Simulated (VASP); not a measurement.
A run of VASP 6.6.1 is set up as follows.

File INCAR:

```
SYSTEM = KCl
PREC = Accurate
ENCUT = 500
EDIFF = 1E-6
ISMEAR = 0
SIGMA = 0.1
LREAL = .False.
LASPH = .True.
NELM = 120
ALGO = Normal
ISIF = 2
LWAVE = .False.
LCHARG = .False.
GGA = PE
NBANDS = 15
GGA_COMPAT = .False.
```

The input KPOINTS:

```
regular mesh
0
Gamma
  6 6 6
  0 0 0
```

File POSCAR:

```
KCl
1.0
    0.0000000000      3.1890087349      3.1890087349
    3.1890087349      0.0000000000      3.1890087349
    3.1890087349      3.1890087349      0.0000000000
K Cl
1 1
Direct
    0.0000000000      0.0000000000      0.0000000000
    0.5000000000      0.5000000000      0.5000000000
```

Potentials or basis: VASP PAW PBE potentials, release 64 (K_sv, Cl).

Run with:

```bash
$ cat potpaw_PBE.64/K_sv/POTCAR potpaw_PBE.64/Cl/POTCAR > POTCAR
$ mpirun -np 1 vasp_std > vasp.out
```

**Question.** Predict the band gap on the k mesh.

**Answer.** 5.05 eV, direct.

**Question.** Predict the pressure.

**Answer.** 0.0 GPa.

Caveat: the cell differs from its parent crystal (Cs replaced by K, lengths x 0.929, strained).
